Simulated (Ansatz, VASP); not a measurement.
Sc2GeSe in VASP and in Ansatz

```
CELL_PARAMETERS angstrom
3.89210 0.00000 0.00000
0.00000 3.89210 0.00000
0.00000 0.00000 5.48061
ATOMIC_POSITIONS crystal
Sc 0.50000 0.50000 0.00000
Sc 0.00000 0.00000 0.50000
Ge 0.50000 0.50000 0.50000
Se 0.00000 0.00000 0.00000
```

Change from the starting cell: the structure that the rattled cell fell into.

Alike in both runs: functional PBE; k mesh 4 × 4 × 4; occupations gaussian, width 0.1 eV; no spin polarisation.

Ansatz relaxed the structure, and its values are those at the end. VASP's run is a single point on that final structure, the one shown.

|  | VASP | Ansatz |
| --- | --- | --- |
| version | VASP 6.6.1 | Ansatz 0.2.0 |
| potentials or method | VASP PAW PBE potentials, release 64 (Sc_sv, Ge_d, Se), cutoff 520 eV | scalar-relativistic, plane waves, PAW |
| valence electrons in the cell | 42 | 52 |

VASP gave:

| Item | Value |
| --- | --- |
| gap on the k mesh at the Fermi level (eV) | none |
| pressure (GPa) | 0.1 |

Question: Which values does Ansatz return?

Answer: gap on the k mesh at the Fermi level (eV): none; pressure (GPa): 0.0.

A gap of «none» marks a metal or a gap that the smearing closes. VASP's potentials hold 42 valence electrons a cell and Ansatz's 52, so a difference there can come from the potentials and not from the codes.

The k mesh is coarse, so the values compare programs but aren't converged.
